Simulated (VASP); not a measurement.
Crystal: SiC (zincblende type).

```
CELL_PARAMETERS angstrom
0.00000 2.16162 2.16162
2.16162 0.00000 2.16162
2.16162 2.16162 0.00000
ATOMIC_POSITIONS crystal
Si 0.00000 0.00000 0.00000
C 0.25000 0.25000 0.25000
```

```yaml
Program: VASP 6.6.1
Task: relaxation of cell and atoms
Functional: PBE
Potentials_or_basis: VASP PAW PBE potentials, release 64 (Si, C)
Cutoff: 600 eV
k_mesh: 13 × 13 × 13
Occupations: fermi-dirac, width 0.02 eV
Spin: no spin polarisation
```

At the start: pressure 8.7 GPa; volume 10.10 Å³/atom.

Task: How do energy, volume and symmetry change on relaxing?

Result: Over 3 steps the energy falls by 10.4 meV/atom and the volume is 10.50 Å³/atom (+3.9 %); space group F-43m (No. 216, to 0.1 Å) before and after.

Step by step:
```
step  energy change (eV)  largest force (eV/Å)  pressure (GPa)  volume (Å³)
   1              0.0000                0.0000            8.73        20.20
   2              0.0014                0.0000           -7.91        21.85
   3             -0.0207                0.0000           -0.05        20.99
```

Final structure:
```xyz
2
Lattice="0.0000 2.1895 2.1895 2.1895 0.0000 2.1895 2.1895 2.1895 0.0000" Properties=species:S:1:pos:R:3 pbc="T T T"
Si    0.0000    0.0000    0.0000
C     1.0947    1.0947    1.0947
```
